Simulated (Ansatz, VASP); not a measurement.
One calculation of SiO2, two programs

File INCAR:

```
PREC = Accurate ; ENCUT = 520
EDIFF = 1E-6 ; ISMEAR = -1
SIGMA = 0.03 ; LREAL = False
LASPH = True ; NELM = 80
ALGO = Normal ; ISIF = 2
LWAVE = False ; LCHARG = False
GGA = PE ; NBANDS = 44
```

File KPOINTS:

```
Automatic mesh
0
Gamma
  4 4 4
```

The input POSCAR:

```
SiO2
1.0
    0.0000000000      4.7162571100      7.3627753715
    2.3595806657      0.0000000000      7.3627753715
    2.3595806657      4.7162571100      0.0000000000
Si O
4 8
Direct
    0.9367689200      0.9367689200      0.5632310800
    0.6867689200      0.6867689200      0.3132310800
    0.3132310800      0.3132310800      0.6867689200
    0.5632310800      0.5632310800      0.9367689200
    0.0634396000      0.4365604000      0.0634396000
    0.4365604000      0.0634396000      0.4365604000
    0.8134396000      0.1865604000      0.8134396000
    0.1865604000      0.8134396000      0.1865604000
    0.1250000000      0.6250000000      0.6250000000
    0.6250000000      0.6250000000      0.6250000000
    0.6250000000      0.6250000000      0.1250000000
    0.6250000000      0.1250000000      0.6250000000
```

Contents of input.yaml:

```yaml
crystal:
  lattice:
    - [0.0, 4.71625711, 7.3627753715]
    - [2.3595806657, 0.0, 7.3627753715]
    - [2.3595806657, 4.71625711, 0.0]
  atoms:
    - { symbol: Si, position: [0.93676892, 0.93676892, 0.56323108] }
    - { symbol: Si, position: [0.68676892, 0.68676892, 0.31323108] }
    - { symbol: Si, position: [0.31323108, 0.31323108, 0.68676892] }
    - { symbol: Si, position: [0.56323108, 0.56323108, 0.93676892] }
    - { symbol: O, position: [0.0634396, 0.4365604, 0.0634396] }
    - { symbol: O, position: [0.4365604, 0.0634396, 0.4365604] }
    - { symbol: O, position: [0.8134396, 0.1865604, 0.8134396] }
    - { symbol: O, position: [0.1865604, 0.8134396, 0.1865604] }
    - { symbol: O, position: [0.125, 0.625, 0.625] }
    - { symbol: O, position: [0.625, 0.625, 0.625] }
    - { symbol: O, position: [0.625, 0.625, 0.125] }
    - { symbol: O, position: [0.625, 0.125, 0.625] }
kpoints:
  mp_grid: { grid: [4, 4, 4] }
scf:
  occupations: { method: fermi_dirac, width: 0.03 }
hamiltonian:
  xc: pbe
  pseudopotentials: { kind: all_electron, lapw: { basis_error: 0.002 } }
output:
  forces: true
  stress: true
  eigenvalues: true
```

Alike in both runs: task single point; functional PBE; k mesh 4 × 4 × 4; occupations fermi-dirac, width 0.03 eV; no spin polarisation.

|  | VASP | Ansatz |
| --- | --- | --- |
| version | VASP 6.6.1 | Ansatz 0.2.0 |
| potentials or method | VASP PAW PBE potentials, release 64 (Si, O), cutoff 520 eV | all-electron LAPW, scalar-relativistic |

VASP gave:

```
gap on the k mesh at the Fermi level (eV)                     : 5.78
least direct gap on the mesh (eV)                             : 5.78
pressure (GPa)                                                : 5.1
traceless stress, the component that is largest in VASP (GPa) : -0.02
rms of the force components (eV/Å)                            : 0.123
```

Q: Which values does Ansatz return?

A: gap on the k mesh at the Fermi level (eV): 5.78; least direct gap on the mesh (eV): 5.78; pressure (GPa): 5.0; traceless stress, the component that is largest in VASP (GPa): -0.13; rms of the force components (eV/Å): 0.124.

Atom by atom the forces differ by 0.013 eV/Å (rms over components). Ansatz ran all-electron here, and VASP with PAW potentials.
